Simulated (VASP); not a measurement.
Crystal: PtS2.

```xyz
3
Lattice="1.7391 1.0041 5.0959 -1.7391 1.0041 5.0959 0.0000 -2.0082 5.0959" Properties=species:S:1:pos:R:3 pbc="T T T"
Pt    0.0000    0.0000   -0.0401
S     0.0000    0.0000    6.5064
S     0.0000    0.0000    3.7255
```

Base run:

| Property | Result |
| --- | --- |
| Program | VASP 6.6.1 |
| Functional | r2SCAN |
| Potentials or basis | VASP PAW PBE potentials, release 64 (Pt, S) |
| Cutoff | 520 eV |
| k mesh | 6 × 6 × 6 |
| Occupations | fermi-dirac, width 0.02 eV |
| Spin | no spin polarisation |

Its results: band gap on the k mesh zero (band 11 reaches 7.77 eV, above the bottom of band 12 at 7.35 eV); pressure 1.2 GPa; largest force 0.052 eV/Å.

**Question.** After a change of settings the same cell gave: band gap on the k mesh zero (band 11 reaches 7.77 eV, above the bottom of band 12 at 7.35 eV); pressure 0.1 GPa; largest force 0.017 eV/Å. Which change was it?
A. dispersion from none to rVV10
B. k mesh from 6 × 6 × 6 to 4 × 4 × 4; further incar settings from ALGO = Normal; EDIFF = 1e-07; NBANDS = 18 to ALGO = Normal; EDIFF = 1e-06; NBANDS = 18
C. occupations from fermi-dirac, width 0.02 eV to methfessel-paxton, width 0.5 eV
D. further incar settings from ALGO = Normal; EDIFF = 1e-07; NBANDS = 18 to ALGO = Normal; EDIFF = 1e-06; NBANDS = 18

**Answer.** A.

Dispersion adds attraction, which lowers the pressure at fixed volume.

Caveats: the PAW data sets were made with another functional, which shifts forces and pressure a little; spin-orbit coupling is left out, which moves the levels of the heavy elements.
